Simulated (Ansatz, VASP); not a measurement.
## HfO2 in VASP and in Ansatz

The input INCAR:

```
SYSTEM = HfO2
PREC = Accurate
ENCUT = 520
EDIFF = 1E-7
ISMEAR = 0
SIGMA = 0.05
LREAL = .FALSE.
LASPH = .TRUE.
NELM = 80
ALGO = Normal
ISIF = 2
LWAVE = .FALSE.
LCHARG = .FALSE.
GGA = PS
NBANDS = 18
```

The input KPOINTS:

```
Automatic mesh
0
G
  8 8 8
  0 0 0
```

POSCAR

```
HfO2
1.0
    0.0000000000      2.5220673956      2.5220673956
    2.5220673956      0.0000000000      2.5220673956
    2.5220673956      2.5220673956      0.0000000000
Hf O
1 2
Direct
   -0.0033052939      0.0033052939      0.0055088231
    0.2684372551      0.2315627449      0.2192712415
    0.7684372551      0.7315627449      0.7192712415
```

Input for Ansatz:

```yaml
crystal:
  lattice:
    - [0.0, 2.5220673956, 2.5220673956]
    - [2.5220673956, 0.0, 2.5220673956]
    - [2.5220673956, 2.5220673956, 0.0]
  atoms:
    - { symbol: Hf, position: [-0.0033052939, 0.0033052939, 0.0055088231] }
    - { symbol: O, position: [0.2684372551, 0.2315627449, 0.2192712415] }
    - { symbol: O, position: [0.7684372551, 0.7315627449, 0.7192712415] }
basis:
  ecutwfc: 520.0
kpoints:
  mp_grid: { grid: [8, 8, 8] }
hamiltonian:
  xc: pbesol
  pseudopotentials: { kind: paw, azcp: { folder: soft_1 } }
scf:
  occupations: { method: gaussian, width: 0.05 }
output:
  forces: true
  stress: true
  eigenvalues: true
```

Change from the starting cell: mode 4 frozen in at -0.124 Å and mode 5 at -0.031 Å (largest displacements).

Alike in both runs: task single point; functional PBEsol; k mesh 8 × 8 × 8; occupations gaussian, width 0.05 eV; no spin polarisation.

|  | VASP | Ansatz |
| --- | --- | --- |
| version | VASP 6.6.1 | Ansatz 0.2.0 |
| potentials or method | VASP PAW PBE potentials, release 64 (Hf_pv, O), cutoff 520 eV | scalar-relativistic, plane waves, PAW |
| valence electrons in the cell | 22 | 38 |

```tsv
	VASP	Ansatz	Ansatz less VASP
gap on the k mesh at the Fermi level (eV)	3.72	3.71	-0.005
least direct gap on the mesh (eV)	3.72	3.71	-0.005
pressure (GPa)	-1.1	2.6	+3.69
traceless stress, the component that is largest in VASP (GPa)	1.06	1.06	-0.005
rms of the force components (eV/Å)	0.403	0.415	+0.0123
```

VASP's potentials were made for PBE, not for PBEsol, and Ansatz warns of the same on its side. Atom by atom the forces differ by 0.012 eV/Å (rms over components). With one functional, cell and mesh, what is left measures potentials, basis and numerics. VASP's potentials hold 22 valence electrons a cell and Ansatz's 38, so a difference there can come from the potentials and not from the codes.

Neither program's run includes spin-orbit coupling.
